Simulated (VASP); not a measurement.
# AlCo (Pm-3m) in VASP: further runs

Runs on AlCo. Level: PBE. Tasks: single point.

All numbers are computed with VASP 6.6.1; they aren't measurements. Logs are shortened: lines on timing, memory, paths and dates and some standing lists are left out, and cuts for length are marked.

**1. The cell of the first run**

The structure is cubic, space group Pm-3m (No. 221). The conventional cell has a = 2.819 Å, b = 2.819 Å, c = 2.819 Å, α = 90.00°, β = 90.00°, γ = 90.00°. Al (site symmetry m-3m) has 8 Co at 2.44 Å and 6 Al at 2.82 Å within 3.2 Å. Co (site symmetry m-3m) has 8 Al at 2.44 Å and 6 Co at 2.82 Å within 3.2 Å.

**2. Single point, PBE, collinear spin, ferromagnetic start**

INCAR reads:

```
PREC     = Accurate       # precision mode
ENCUT    = 520            # plane-wave cutoff, eV
EDIFF    = 1E-6           # SCF threshold, eV
ISMEAR   = 1              # smearing method
SIGMA    = 0.25           # smearing width, eV
LREAL    = False          # projectors in reciprocal space
LASPH    = True           # aspherical terms in the spheres
NELM     = 150            # most SCF steps
ALGO     = Normal         # electronic algorithm
ISIF     = 2              # what is computed and relaxed
LWAVE    = False          # write WAVECAR
LCHARG   = False          # write CHGCAR
ISPIN    = 2              # spin polarisation
MAGMOM   = 0 3.2          # initial moments
LORBIT   = 11             # projections on sites
LMAXMIX  = 4              # l up to which the mixer works
GGA      = PE             # functional
NBANDS   = 17             # bands
```

KPOINTS reads:

```
regular mesh
0
Gamma
  11 11 11
```

POSCAR reads:

```
AlCo
1.0
    2.8194030000      0.0000000000      0.0000000000
    0.0000000000      2.8194030000      0.0000000000
    0.0000000000      0.0000000000      2.8194030000
Al Co
1 1
Direct
    0.0000000000      0.0000000000      0.0000000000
    0.5000000000      0.5000000000      0.5000000000
```

Potentials or basis: VASP PAW PBE potentials, release 64 (Al, Co).

Command:

```console
$ cat potpaw_PBE.64/Al/POTCAR potpaw_PBE.64/Co/POTCAR > POTCAR
$ mpirun -np 1 vasp_std > vasp.out
```

OUTCAR:

```text
PREC = Accurate
   ENCUT = 520
   EDIFF = 1E-6
   ISMEAR = 1
   LREAL = False
   LASPH = True
   NELM = 150
   ISIF = 2
   ISPIN = 2
   LORBIT = 11
   GGA = PE

 ion  position               nearest neighbor table
   1  0.000  0.000  0.000-   2 2.44   2 2.44   2 2.44   2 2.44   2 2.44   2 2.44   2 2.44   2 2.44

   2  0.500  0.500  0.500-   1 2.44   1 2.44   1 2.44   1 2.44   1 2.44   1 2.44   1 2.44   1 2.44

  LATTYP: Found a simple cubic cell.
 ALAT       =     2.8194030000

  Lattice vectors:

 A1 = (   2.8194030000,   0.0000000000,   0.0000000000)
 A2 = (   0.0000000000,   2.8194030000,   0.0000000000)
 A3 = (   0.0000000000,   0.0000000000,   2.8194030000)

Analysis of symmetry for initial positions (statically):
=====================================================================
 Subroutine PRICEL returns:
 Original cell was already a primitive cell.

 Routine SETGRP: Setting up the symmetry group for a
 simple cubic supercell.

 Subroutine GETGRP returns: Found 48 space group operations
 (whereof 48 operations were pure point group operations)
 out of a pool of 48 trial point group operations.

The static configuration has the point symmetry O_h .

Analysis of symmetry for dynamics (positions and initial velocities):
=====================================================================
 Subroutine PRICEL returns:
 Original cell was already a primitive cell.

 Routine SETGRP: Setting up the symmetry group for a
 simple cubic supercell.

 Subroutine GETGRP returns: Found 48 space group operations
 (whereof 48 operations were pure point group operations)
 out of a pool of 48 trial point group operations.

The dynamic configuration has the point symmetry O_h .

Analysis of structural, dynamic, and magnetic symmetry:
=====================================================================
 Subroutine PRICEL returns:
 Original cell was already a primitive cell.

 Routine SETGRP: Setting up the symmetry group for a
 simple cubic supercell.

 Subroutine GETGRP returns: Found 48 space group operations
 (whereof 48 operations were pure point group operations)
 out of a pool of 48 trial point group operations.

The overall configuration has the point symmetry O_h .

 Subroutine INISYM returns: Found 48 space group operations
 (whereof 48 operations are pure point group operations),
 and found     1 'primitive' translations

----------------------------------------------------------------------------------------

                                     Primitive cell
[... 115 lines left out ...]
   LORBIT       =     11    0 simple, 1 ext, 2 COOP (PROOUT), +10 PAW based schemes
   GGA     = PE    functional components
   LHFCALC =     F    Hartree Fock is set to
   AEXX    =    0.0000 exact exchange contribution
   IVDW    =     0    specifies the selected vdW correction
   LEPSILON=     F    determine dielectric tensor
   LRPA    =     F    only Hartree local field effects (RPA)
 spin polarized calculation
 Methfessel and Paxton  Order N= 1 SIGMA  =   0.25
  energy-cutoff  :      520.00
  volume of cell :       22.41
 maximum number of plane-waves:       621
 NGX is ok and might be reduce to    24
   NGX = 11   NGY = 11   NGZ = 11

 number of electron      11.9999996 magnetization       0.0029826

 Free energy of the ion-electron system (eV)
  ---------------------------------------------------
  ext. energy  EPLUGINS =         0.00000000
  ---------------------------------------------------
  free energy    TOTEN  =       -11.97027657 eV

  energy without entropy =      -11.97123982  energy(sigma->0) =      -11.97059765

 E-fermi :  11.0194     XC(G=0): -12.4236

 val. band max:       10.8770398317   @ k =   0.4545   0.4545   0.0909
 cond. band min:      11.0219433112   @ k =   0.4545   0.4545   0.2727
 fundamental gap:      0.1449034795
 Fermi energy:        11.0193619094

 spin component 1

 k-point     1 :       0.0000    0.0000    0.0000
  band No.  band energies     occupation
      1      -0.2807      1.00000
      2       7.9044      1.00000
      3       7.9044      1.00000
      4      10.1295      1.00000
      5      10.1295      1.00000
      6      10.1295      1.00000
[... 459 lines left out ...]
      6      10.0353      1.00000
[... 9 lines left out ...]
     16      31.7860      0.00000
     17      33.4339      0.00000

 [... further k-points ...]

 spin component 2

 k-point     1 :       0.0000    0.0000    0.0000
  band No.  band energies     occupation
      1      -0.2805      1.00000
      2       7.9070      1.00000
      3       7.9070      1.00000
      4      10.1326      1.00000
      5      10.1326      1.00000
      6      10.1326      1.00000
[... 459 lines left out ...]
      6      10.0384      1.00000
[... 9 lines left out ...]
     16      31.7862      0.00000
     17      33.4341      0.00000

 [... further k-points ...]

------------------------ aborting loop because EDIFF is reached ----------------------------------------

  FORCE on cell =-STRESS in cart. coord.  units (eV):
  Direction    XX          YY          ZZ          XY          YZ          ZX
  --------------------------------------------------------------------------------------
  -------------------------------------------------------------------------------------
  Total        0.9273738      0.9273738      0.9273738      0.0000000      0.0000000     -0.0000000
  in kB       66.2970117     66.2970117     66.2970117      0.0000000      0.0000000     -0.0000000
  external PRESSURE =      66.2970117 kB  Pullay stress =       0.0000000 kB

 VOLUME and BASIS-vectors are now :
 -----------------------------------------------------------------------------
  energy-cutoff  :      520.00
  volume of cell :       22.41
      direct lattice vectors                 reciprocal lattice vectors
     2.819403000  0.000000000  0.000000000     0.354685017  0.000000000  0.000000000
     0.000000000  2.819403000  0.000000000     0.000000000  0.354685017  0.000000000
     0.000000000  0.000000000  2.819403000     0.000000000  0.000000000  0.354685017

 POSITION                                       TOTAL-FORCE (eV/Angst)
 -----------------------------------------------------------------------------------
      0.00000      0.00000      0.00000         0.000000      0.000000      0.000000
      1.40970      1.40970      1.40970         0.000000      0.000000      0.000000
 -----------------------------------------------------------------------------------
    total drift:                                0.000000     -0.000000     -0.000000

  FREE ENERGIE OF THE ION-ELECTRON SYSTEM (eV)
  ---------------------------------------------------
  free  energy   TOTEN  =       -11.9702765720 eV

  energy  without entropy=      -11.9712398167  energy(sigma->0) =      -11.97059765

 total charge

# of ion       s       p       d       tot
------------------------------------------
    1        0.399   0.443   0.000   0.842
    2        0.446   0.536   7.531   8.513
--------------------------------------------------
tot          0.845   0.979   7.531   9.354

 magnetization (x)

# of ion       s       p       d       tot
------------------------------------------
    1       -0.000  -0.000   0.000  -0.000
    2        0.000  -0.000   0.002   0.002
--------------------------------------------------
tot         -0.000  -0.000   0.002   0.002
```

stdout:

```text
POSCAR found type information on POSCAR AlCo
 POSCAR found :  2 types and       2 ions
 scaLAPACK will be used
 LDA part: xc-table for (Slater+PW92), standard interpolation
 POSCAR, INCAR and KPOINTS ok, starting setup
 FFT: planning ... GRIDC
 FFT: planning ... GRID_SOFT
 FFT: planning ... GRID
 WAVECAR not read
 entering main loop
```

It took 30 s on 1 thread of Intel Xeon 8259CL, shared host; peak memory 0.17 GiB.

What came out:

- Free energy: -11.9703 eV
- Pressure: 6.6 GPa
- Band gap on the k mesh: zero (filled and empty bands overlap)
- Net moment: 0.00 μB per cell
- Valence electrons inside the program's atomic spheres: Al 0.84; Co 8.51

Caveat: the starting moments collapsed, and a magnetic state may lie lower.

**3. Single point, PBE, collinear spin, ferromagnetic start**

INCAR reads:

```
  PREC = Accurate
  ENCUT = 520
  EDIFF = 1E-7
  ISMEAR = 1
  SIGMA = 0.15
  LREAL = F
  LASPH = T
  NELM = 150
  ALGO = Normal
  ISIF = 2
  LWAVE = F
  LCHARG = F
  ISPIN = 2
  MAGMOM = 0 3.2
  LORBIT = 11
  LMAXMIX = 4
  GGA = PE
  NBANDS = 17
```

KPOINTS reads:

```
Automatic mesh
0
Gamma
  11 11 11
```

POSCAR is that of step 2.

Potentials or basis: VASP PAW PBE potentials, release 64 (Al, Co).

Command:

```console
$ cat potpaw_PBE.64/Al/POTCAR potpaw_PBE.64/Co/POTCAR > POTCAR
$ mpirun -np 1 vasp_std > vasp.out
```

It took 40 s on 1 thread of Intel Xeon 8259CL, shared host; peak memory 0.17 GiB.

It converged, with:

| Item | Value |
| --- | --- |
| Free energy | -11.9706 eV |
| Pressure | 6.5 GPa |
| Band gap on the k mesh | zero (filled and empty bands overlap) |
| Net moment | 0.00 μB per cell |
| Valence electrons inside the program's atomic spheres | Al 0.84; Co 8.51 |

Levels at points of the mesh, in eV from the Fermi level:
Spin up:
| k point | band 2 | band 3 | band 4 | band 5 | band 6 | band 7 | band 8 | band 9 | band 10 | band 11 |
| --- | --- | --- | --- | --- | --- | --- | --- | --- | --- | --- |
| (0.00, 0.00, 0.00) | -3.14 | -3.14 | -0.91 | -0.91 | -0.91 | 6.11 | 6.11 | 6.11 | 8.84 | 8.84 |
Spin down:
```csv
k point,band 4,band 5,band 6,band 7,band 8,band 9
"(0.00, 0.00, 0.00)",-0.91,-0.91,-0.91,6.11,6.11,6.11
```

Caveat: the starting moments collapsed, and a magnetic state may lie lower.

[end of part 1 of 2]
